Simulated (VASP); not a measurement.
A run of VASP 6.6.1 is set up as follows.

INCAR

```
SYSTEM = HfSeS4
PREC = Accurate
ENCUT = 600
EDIFF = 1E-6
ISMEAR = 0
SIGMA = 0.1
LREAL = .False.
LASPH = .True.
NELM = 80
ALGO = Normal
ISIF = 3
LWAVE = .False.
LCHARG = .False.
GGA = PE
IBRION = 2
NSW = 100
EDIFFG = -0.01
```

File KPOINTS:

```
Automatic mesh
0
Gamma
  8 8 6
  0 0 0
```

The input POSCAR:

```
HfSeS4
1.0
    4.8125372583      0.0000000000      0.0000000000
    0.0000000000      4.8125372583      0.0000000000
    0.0000000000      0.0000000000      7.2148901087
Hf Se S
1 1 4
Direct
    0.0000000000      0.0000000000      0.0000000000
    0.5000000000      0.5000000000      0.5000000000
    0.5000000000      0.0000000000      0.0000000000
    0.0000000000      0.5000000000      0.0000000000
    0.0000000000      0.0000000000      0.3659671245
    0.0000000000      0.0000000000      0.6340328755
```

Potentials or basis: VASP PAW PBE potentials, release 64 (Hf_pv, Se, S).

The run is started by

```bash
$ cat potpaw_PBE.64/Hf_pv/POTCAR potpaw_PBE.64/Se/POTCAR potpaw_PBE.64/S/POTCAR > POTCAR
$ mpirun -np 1 vasp_std > vasp.out
```

Q: Estimate the space group after relaxing (to 0.05 Å).

A: P4/mmm (No. 123).

Q: Estimate the band gap on the k mesh.

A: Zero (band 20 reaches 1.88 eV, above the bottom of band 21 at 1.07 eV).

Q: Predict the relaxed cell.

A: a = 4.815 Å, b = 4.815 Å, c = 7.160 Å, α = 90.00°, β = 90.00°, γ = 90.00°.

Q: Predict the relaxed volume.

A: 27.67 Å³/atom.

Step by step:
```csv
step,energy change (eV),largest force (eV/Å),pressure (GPa),volume (Å³)
1,0.0000,0.0868,-0.20,167.10
2,-0.0020,0.0205,-0.03,166.28
3,-0.0023,0.0212,0.08,165.80
4,-0.0025,0.0344,0.01,165.98
5,-0.0026,0.0209,0.03,165.94
6,-0.0025,0.0284,-0.04,166.08
7,-0.0026,0.0016,0.00,165.99
```

Caveat: spin-orbit coupling is left out, which moves the levels of the heavy elements.
